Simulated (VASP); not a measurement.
## LaS: relaxation of the atoms with LDA

The system is LaS, a slab with vacuum.

```
La S
1.0
     4.13940    0.00000    0.00000
     0.00000    4.13940    0.00000
     0.00000    0.00000   17.85400
La S
3 3
Direct
  0.00000 0.00000 0.33606
  0.50000 0.50000 0.50000
  0.00000 0.00000 0.66394
  0.50000 0.50000 0.33606
  0.00000 0.00000 0.50000
  0.50000 0.50000 0.66394
```

```yaml
Program: VASP 6.6.1
Task: relaxation of the atoms
Functional: LDA
Potentials_or_basis: VASP PAW LDA potentials, release 64 (La, S)
Cutoff: 520 eV
k_mesh: 4 × 4 × 1
Occupations: methfessel-paxton, width 0.1 eV
Spin: no spin polarisation
Dipole_correction: yes
Further_INCAR_settings: ALGO = Normal; EDIFF = 1e-07; IBRION = 2; EDIFFG = -0.03; NSW = 50
```

```
Energy gained by relaxing : 54.9 meV/atom
Ionic steps               : 10
Band gap on the k mesh    : zero (an odd number of electrons rules out a gap without spin polarisation)
```

The path:
```
step  energy change (eV)  largest force (eV/Å)  pressure (GPa)
   1              0.0000                1.3140           -3.12
   2             -0.1705                1.0278           -2.93
   3             -0.2742                0.6358           -2.00
   4             -0.3241                0.1369           -2.46
   5             -0.3252                0.1099           -2.41
   6             -0.3251                0.1238           -2.39
   7             -0.3267                0.0995           -2.33
   8             -0.3287                0.0522           -2.19
   9             -0.3287                0.0584           -2.17
  10             -0.3292                0.0016           -2.20
```

Final structure:
```cif
data_structure
_symmetry_space_group_name_H-M 'P 1'
_symmetry_Int_Tables_number 1
_cell_length_a 4.1394
_cell_length_b 4.1394
_cell_length_c 17.8540
_cell_angle_alpha 90.000
_cell_angle_beta 90.000
_cell_angle_gamma 90.000
_cell_volume 305.92
loop_
_atom_site_label
_atom_site_type_symbol
_atom_site_fract_x
_atom_site_fract_y
_atom_site_fract_z
_atom_site_occupancy
La1 La 0.00000 0.00000 0.34719 1
La2 La 0.50000 0.50000 0.50000 1
La3 La 0.00000 0.00000 0.65281 1
S1 S 0.50000 0.50000 0.33357 1
S2 S 0.00000 0.00000 0.50000 1
S3 S 0.50000 0.50000 0.66643 1
```

Levels at points of the mesh, in eV from the Fermi level:
```csv
k point,band 23,band 24,band 25,band 26,band 27,band 28,band 29,band 30
"(0.00, 0.00, 0.00)",-2.93,-2.93,-1.75,-1.02,-0.09,0.45,0.52,0.52
"(0.50, 0.00, 0.00)",-4.09,-3.56,0.63,0.70,1.00,1.13,1.14,1.17
"(0.50, 0.50, 0.00)",-3.23,-3.03,-1.41,-1.41,0.46,0.46,1.21,1.21
```

Run time: 16 min on 1 thread of Intel(R) Xeon(R) Platinum 8375C CPU @ 2.90GHz (Ice Lake) (shared host), peak memory 0.35 GiB.

Caveat: the k points lie up to 0.38 Å⁻¹ apart, too coarse for converged energies and pressures of a metal; spin-orbit coupling is left out, which moves the levels of the heavy elements.
